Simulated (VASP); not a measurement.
# Al32H (a cell with a defect) in VASP: a series of runs

The runs below take Al32H (a cell with a defect) through single point, with PBEsol.

All numbers are computed with VASP 6.6.1; they aren't measurements. Logs are shortened: lines on timing, memory, paths and dates and some standing lists are left out, and cuts for length are marked.

## 1. The cell of the first run

The cell holds a defect, 33 atoms: a = 8.100 Å, b = 8.100 Å, c = 8.100 Å, α = 90.00°, β = 90.00°, γ = 90.00°.

## 2. Single point, PBEsol

Contents of INCAR:

```
PREC = Accurate
ENCUT = 520
EDIFF = 1E-7
ISMEAR = -1
SIGMA = 0.15
LREAL = Auto
LASPH = True
NELM = 80
ALGO = Normal
ISIF = 2
LWAVE = False
LCHARG = False
GGA = PS
NBANDS = 70
```

Contents of KPOINTS:

```
Automatic mesh
0
Gamma
  3 3 3
```

Contents of POSCAR:

```
Al32H
1.0
    8.1000000000      0.0000000000      0.0000000000
    0.0000000000      8.1000000000      0.0000000000
    0.0000000000      0.0000000000      8.1000000000
Al H
32 1
Direct
    0.5008947300      0.0000167380     -0.0000176409
    0.7499931255      0.2491002686     -0.0000151631
    0.7499883180      0.0000242604      0.2491142931
   -0.0008877439      0.0000214113     -0.0000225595
    0.2500107854      0.2486170890     -0.0000714258
    0.5013678740      0.4999760462     -0.0000657559
    0.7499884491      0.7508858055     -0.0000252765
    0.2500146813      0.0000449949      0.2486968140
    0.4996928615      0.2503249672      0.2502448460
    0.7499782089      0.4999699794      0.2487031481
    0.5013669126      0.0000624886      0.5000251687
    0.7499670921      0.2486252932      0.5000230811
    0.7499932386      0.0000141491      0.7509002898
   -0.0013306455      0.4999722493     -0.0000543873
    0.2500145760      0.7513066272     -0.0000480141
    0.0002638674      0.2503097562      0.2502426954
    0.2500575454      0.4998817422      0.2441129484
    0.4997299674      0.7497701999      0.2502280953
   -0.0013297408      0.0000516780      0.5000291665
    0.2500496698      0.2446677728      0.5001072935
    0.5054363642      0.4998945239      0.5001109316
    0.7499779061      0.7512993955      0.5000313339
    0.2500106875      0.0000684099      0.7513832610
    0.4997036721      0.2503210646      0.7496765109
    0.7499668358      0.4999782292      0.7513760295
    0.0002157118      0.7497964488      0.2502021883
   -0.0056965195      0.4998868682      0.5001189838
    0.2500573077      0.7558683673      0.5001238641
    0.0002627810      0.2503289531      0.7496689452
    0.2500495085      0.4998983085      0.7553229329
    0.4996922307      0.7497531349      0.7496722989
    0.0002650253      0.7497544360      0.7496866374
    0.2480887161      0.5039284430      0.4958680657
```

Potentials or basis: VASP PAW PBE potentials, release 64 (Al, H).

Run with:

```console
cat potpaw_PBE.64/Al/POTCAR potpaw_PBE.64/H/POTCAR > POTCAR
mpirun -np 1 vasp_std > vasp.out
```

OUTCAR:

```text
PREC = Accurate
   ENCUT = 520
   EDIFF = 1E-7
   ISMEAR = -1
   LREAL = Auto
   LASPH = True
   NELM = 80
   ISIF = 2
   GGA = PS

 ion  position               nearest neighbor table
   1  0.501  0.000  1.000-  13 2.85   2 2.85   7 2.85   3 2.85  23 2.86   5 2.86  15 2.86   8 2.86
                            18 2.87   9 2.87  31 2.87  24 2.87
   2  0.750  0.249  1.000-  13 2.85   1 2.85   4 2.85   3 2.85  25 2.86   6 2.86  14 2.86  10 2.86
                            16 2.87   9 2.87  29 2.87  24 2.87
   3  0.750  0.000  0.249-   2 2.85   1 2.85   4 2.85   7 2.85  12 2.86  11 2.86  19 2.86  22 2.86
                            26 2.87  18 2.87  16 2.87   9 2.87
   4  0.999  0.000  1.000-  13 2.85   2 2.85   7 2.85   3 2.85  23 2.86   5 2.86  15 2.86   8 2.86
                            26 2.87  16 2.87  32 2.87  29 2.87
   5  0.250  0.249  1.000-  17 2.84  30 2.84  23 2.85   8 2.85   1 2.86   4 2.86  24 2.86   9 2.86
                            29 2.86  16 2.86  14 2.88   6 2.88
   6  0.501  0.500  1.000-  17 2.84  30 2.84  25 2.85  10 2.85   2 2.86   7 2.86  24 2.86   9 2.86
                            31 2.86  18 2.86  15 2.88   5 2.88
   7  0.750  0.751  1.000-  13 2.85   1 2.85   4 2.85   3 2.85  25 2.86   6 2.86  14 2.86  10 2.86
                            26 2.87  18 2.87  32 2.87  31 2.87
   8  0.250  0.000  0.249-  28 2.84  20 2.84   5 2.85  15 2.85   1 2.86   4 2.86   9 2.86  18 2.86
                            16 2.86  26 2.86  19 2.88  11 2.88
   9  0.500  0.250  0.250-  17 2.86  21 2.86  20 2.86  10 2.86   8 2.86   6 2.86   5 2.86  11 2.86
[... 32 lines left out ...]
                            31 2.86  32 2.86  22 2.88  12 2.88
  26  0.000  0.750  0.250-  17 2.86  28 2.86  27 2.86   8 2.86  15 2.86  10 2.86  22 2.86  14 2.86
                            19 2.86   4 2.87   7 2.87   3 2.87
  27  0.994  0.500  0.500-  33 2.06  25 2.84  12 2.84  22 2.84  10 2.84  29 2.86  32 2.86  16 2.86
                            26 2.86  30 2.93  20 2.93  28 2.93  17 2.93
  28  0.250  0.756  0.500-  33 2.04  23 2.84  11 2.84  19 2.84   8 2.84  31 2.86  32 2.86  18 2.86
                            26 2.86  30 2.93  21 2.93  27 2.93  17 2.93
  29  0.000  0.250  0.750-  27 2.86  20 2.86  30 2.86  19 2.86  14 2.86  12 2.86  25 2.86   5 2.86
                            23 2.86  13 2.87   2 2.87   4 2.87
  30  0.250  0.500  0.755-  33 2.10   5 2.84   6 2.84  14 2.84  15 2.84  24 2.86  29 2.86  31 2.86
                            32 2.86  20 2.92  21 2.92  27 2.93  28 2.93
  31  0.500  0.750  0.750-  28 2.86  21 2.86  30 2.86  22 2.86  15 2.86  11 2.86  23 2.86   6 2.86
                            25 2.86  13 2.87   1 2.87   7 2.87
  32  0.000  0.750  0.750-  28 2.86  27 2.86  30 2.86  22 2.86  19 2.86  15 2.86  14 2.86  23 2.86
                            25 2.86  13 2.87   4 2.87   7 2.87
  33  0.248  0.504  0.496-  17 2.04  28 2.04  27 2.06  21 2.09  20 2.10  30 2.10

  LATTYP: Found a simple cubic cell.
 ALAT       =     8.1000000000

  Lattice vectors:

 A1 = (   8.1000000000,   0.0000000000,   0.0000000000)
 A2 = (   0.0000000000,   8.1000000000,   0.0000000000)
[... 191 lines left out ...]
   NUPDOWN=      -1.0000    fix difference up-down
   EMIN   =  10.00;   EMAX   =-10.00  energy-range for DOS
   EFERMI =   0.00;   METHOD = LEGACY
   ISMEAR =    -1;   SIGMA  =   0.15  broadening in eV -4-tet -1-fermi 0-gaus
   EFERMI_NEDOS =   21; number of points for ismear=-14 and -15
   IALGO  =     38    algorithm
   IMIX   =      4    mixing-type and parameters
     AMIX     =   0.40;   BMIX     =  1.00
     AMIX_MAG =   1.60;   BMIX_MAG =  1.00
  volume/ion in A,a.u.               =      16.10       108.68
  Fermi-wavevector in a.u.,A,eV,Ry     =   0.928639  1.754874 11.733269  0.862371
  Thomas-Fermi vector in A             =   2.054837
   LORBIT       =      0    0 simple, 1 ext, 2 COOP (PROOUT), +10 PAW based schemes
   GGA     = PS    functional components
   LHFCALC =     F    Hartree Fock is set to
   AEXX    =    0.0000 exact exchange contribution
   IVDW    =     0    specifies the selected vdW correction
   LEPSILON=     F    determine dielectric tensor
   LRPA    =     F    only Hartree local field effects (RPA)
 non-spin polarized calculation
  energy-cutoff  :      520.00
  volume of cell :      531.44
 maximum number of plane-waves:     14358
   NGX = 31   NGY = 31   NGZ = 31

 number of electron      97.0000000 magnetization

 Free energy of the ion-electron system (eV)
  ---------------------------------------------------
  ext. energy  EPLUGINS =         0.00000000
  ---------------------------------------------------
  free energy    TOTEN  =      -134.62272875 eV

  energy without entropy =     -133.91538031  energy(sigma->0) =     -134.26905453

 E-fermi :   7.8548     XC(G=0): -10.2569

 val. band max:        7.6687300325   @ k =  -0.3333   0.3333   0.3333
 cond. band min:       7.9401460298   @ k =   0.3333   0.0000   0.0000
 fundamental gap:      0.2714159973
 Fermi energy:         7.8548442051

 k-point     1 :       0.0000    0.0000    0.0000
  band No.  band energies     occupation
      1      -3.3309      2.00000
      2      -1.7013      2.00000
      3      -0.9663      2.00000
      4      -0.9662      2.00000
      5      -0.9424      2.00000
      6      -0.9424      2.00000
[... 871 lines left out ...]
     59       9.7151      0.00001
     60       9.7151      0.00001
 [bands above 60 left out]

------------------------ aborting loop because EDIFF is reached ----------------------------------------

  FORCE on cell =-STRESS in cart. coord.  units (eV):
  Direction    XX          YY          ZZ          XY          YZ          ZX
  --------------------------------------------------------------------------------------
  -------------------------------------------------------------------------------------
  Total       -4.7208945     -4.7196027     -4.7189726      0.0025878      0.0038618     -0.0024114
  in kB      -14.2324551    -14.2285606    -14.2266611      0.0078016      0.0116424     -0.0072698
  external PRESSURE =     -14.2292256 kB  Pullay stress =       0.0000000 kB

 VOLUME and BASIS-vectors are now :
 -----------------------------------------------------------------------------
  energy-cutoff  :      520.00
  volume of cell :      531.44
      direct lattice vectors                 reciprocal lattice vectors
     8.100000000  0.000000000  0.000000000     0.123456790  0.000000000  0.000000000
     0.000000000  8.100000000  0.000000000     0.000000000  0.123456790  0.000000000
     0.000000000  0.000000000  8.100000000     0.000000000  0.000000000  0.123456790

 POSITION                                       TOTAL-FORCE (eV/Angst)
 -----------------------------------------------------------------------------------
      4.05725      0.00014      8.09986         0.009483      0.000890     -0.000878
      6.07494      2.01771      8.09988        -0.000293     -0.009936     -0.000884
      6.07491      0.00020      2.01783        -0.000894      0.001236     -0.008756
      8.09281      0.00017      8.09982        -0.008746      0.001035     -0.001022
      2.02509      2.01380      8.09942        -0.000043     -0.011321      0.000635
      4.06108      4.04981      8.09947         0.010984      0.000031      0.000573
[... 25 lines left out ...]
      0.00215      6.07301      6.07246         0.003634     -0.003986     -0.003077
      2.00952      4.08182      4.01653         0.006518     -0.013343      0.014076
 -----------------------------------------------------------------------------------
    total drift:                               -0.004966      0.007566     -0.007459

  FREE ENERGIE OF THE ION-ELECTRON SYSTEM (eV)
  ---------------------------------------------------
  free  energy   TOTEN  =      -134.6227287521 eV

  energy  without entropy=     -133.9153803119  energy(sigma->0) =     -134.26905453
```

stdout:

```text
POSCAR found type information on POSCAR AlH
 POSCAR found :  2 types and      33 ions
 scaLAPACK will be used
 -----------------------------------------------------------------------------
|                                                                             |
|                                                                             |
|     You enforced a specific xc type in the INCAR file but a different       |
|     I HOPE YOU KNOW WHAT YOU ARE DOING!                                     |
|                                                                             |
 -----------------------------------------------------------------------------

 LDA part: xc-table for (Slater+PW92), standard interpolation
 POSCAR, INCAR and KPOINTS ok, starting setup
 FFT: planning ... GRIDC
 FFT: planning ... GRID_SOFT
 FFT: planning ... GRID
 WAVECAR not read
 entering main loop
```

Run time: 16 min. Hardware: 1 thread of Oxide Virtual Turin-like, shared host; peak memory 0.62 GiB.

What came out:

```
Free energy            : -134.6227 eV
Pressure               : -1.4 GPa
Largest force          : 0.020 eV/Å
Band gap on the k mesh : zero (an odd number of electrons rules out a gap without spin polarisation)
```

Forces in eV/Å, atoms in the order of the input:
```
Al   0.009  0.001 -0.001
Al   0.000 -0.010 -0.001
Al  -0.001  0.001 -0.009
Al  -0.009  0.001 -0.001
Al   0.000 -0.011  0.001
Al   0.011  0.000  0.001
Al  -0.001  0.009 -0.001
Al   0.000 -0.001 -0.010
Al  -0.004  0.004  0.004
Al   0.000  0.000 -0.010
Al   0.011 -0.001  0.000
Al   0.000 -0.011  0.000
Al   0.000  0.001  0.010
Al  -0.010  0.000  0.001
Al   0.000  0.010  0.001
Al   0.004  0.003  0.004
Al   0.000  0.000  0.002
Al  -0.003 -0.004  0.004
Al  -0.010 -0.001  0.000
Al  -0.001  0.012 -0.002
Al  -0.009  0.001 -0.001
Al   0.000  0.010  0.000
Al   0.000 -0.001  0.011
Al  -0.003  0.004 -0.004
Al   0.000  0.000  0.012
Al   0.001 -0.002  0.002
Al   0.005  0.001 -0.001
Al   0.000 -0.002  0.000
Al   0.004  0.003 -0.003
Al  -0.001  0.002 -0.012
Al  -0.004 -0.004 -0.003
Al   0.004 -0.004 -0.003
H    0.007 -0.013  0.014
```

Caveat: the PAW data sets were made with another functional, which shifts forces and pressure a little.

## 3. Single point, PBEsol

Contents of INCAR:

```
SYSTEM = Al32H
PREC = Accurate
ENCUT = 520
EDIFF = 1E-6
ISMEAR = -1
SIGMA = 0.15
LREAL = Auto
LASPH = .True.
NELM = 100
ALGO = Normal
ISIF = 2
LWAVE = .False.
LCHARG = .False.
GGA = PS
NBANDS = 70
```

Contents of KPOINTS:

```
regular mesh
0
Gamma
  3 3 3
  0 0 0
```

Contents of POSCAR:

```
Al32H
1.0
    8.1000000000      0.0000000000      0.0000000000
    0.0000000000      8.1000000000      0.0000000000
    0.0000000000      0.0000000000      8.1000000000
Al H
32 1
Direct
    0.4997811964      0.0002445305      0.0002160031
    0.7500439120      0.2499989720     -0.0013014084
    0.7500566515     -0.0013507617      0.2500277786
    0.0003179284      0.0002868966      0.0002436678
    0.2498831258      0.2499959972     -0.0058986073
    0.4997830368      0.4997592355      0.0002142072
    0.7500240376      0.7500008149     -0.0008857982
    0.2498926499     -0.0055481305      0.2501176575
    0.5058643625      0.2499960270      0.2501271372
    0.7500559122      0.5013481786      0.2500280644
    0.4997519386      0.0002885064      0.4996762948
    0.7500676452      0.2499992568      0.5013837832
    0.7500185811     -0.0008912086      0.7499795696
    0.0003168453      0.4997161133      0.0002434980
    0.2499702377      0.7500014962     -0.0012933446
   -0.0053361204      0.2499965471      0.2501103782
    0.2498921286      0.5055661438      0.2501182327
    0.5012980264      0.7500015326      0.2500321573
    0.0003250557      0.0002807684      0.4996707553
    0.2498998783      0.2499965687      0.5053191538
    0.4997520012      0.4997144355      0.4996772673
    0.7500137899      0.7500004640      0.5009008069
    0.2499746088     -0.0013524862      0.7499378422
    0.5013077548      0.2499989865      0.7499505702
    0.7500189008      0.5008907194      0.7499792172
   -0.0013721596      0.7500022760      0.2500237894
    0.0003256197      0.4997215468      0.4996702320
    0.2499786037      0.7500023078      0.5013745453
   -0.0013831739      0.2499992434      0.7499268382
    0.2499743505      0.5013498953      0.7499386514
    0.5008859973      0.7500007960      0.7499741125
   -0.0008997986      0.7500004801      0.7499843602
    0.2538748957      0.2501325807      0.2457522872
```

Potentials or basis: VASP PAW PBE potentials, release 64 (Al, H).

Run with:

```console
cat potpaw_PBE.64/Al/POTCAR potpaw_PBE.64/H/POTCAR > POTCAR
mpirun -np 1 vasp_std > vasp.out
```

Wall time 15 min (1 thread of Oxide Virtual Turin-like, shared host); peak memory 0.62 GiB.

It converged, with:

```
Free energy            : -134.6228 eV
Pressure               : -1.4 GPa
Largest force          : 0.020 eV/Å
Band gap on the k mesh : zero (an odd number of electrons rules out a gap without spin polarisation)
```

Forces on the atoms (eV/Å):
```
Al  -0.003  0.003  0.003
Al   0.000  0.000 -0.010
Al   0.000 -0.011  0.000
Al   0.003  0.004  0.004
Al   0.001  0.000  0.001
Al  -0.003 -0.003  0.003
Al   0.001  0.000 -0.009
Al   0.001  0.006 -0.001
Al  -0.002  0.000  0.000
Al   0.000  0.011  0.000
Al  -0.004  0.004 -0.003
Al  -0.001  0.000  0.011
Al   0.001 -0.009 -0.001
Al   0.003 -0.004  0.004
Al   0.000  0.000 -0.010
Al   0.012  0.000 -0.002
Al   0.001 -0.006 -0.001
Al   0.010  0.000  0.000
Al   0.004  0.004 -0.003
Al   0.002  0.000 -0.012
Al  -0.004 -0.004 -0.003
Al   0.000  0.000  0.010
Al   0.000 -0.011  0.001
Al   0.010  0.000  0.001
Al   0.001  0.009 -0.001
Al  -0.012  0.000  0.000
Al   0.004 -0.004 -0.003
Al   0.000  0.000  0.012
Al  -0.011  0.000  0.001
Al   0.000  0.011  0.001
Al   0.009  0.000 -0.001
Al  -0.010  0.000 -0.001
H   -0.013  0.000  0.015
```

Levels at points of the mesh, in eV from the Fermi level:
```tsv
k point	band 45	band 46	band 47	band 48	band 49	band 50	band 51	band 52
(0.00, 0.00, 0.00)	-0.76	-0.74	0.18	0.18	0.23	0.23	0.23	1.08
```

Caveat: the PAW data sets were made with another functional, which shifts forces and pressure a little.

The gap in the log of VASP goes by the Fermi energy; the results here count the filled bands.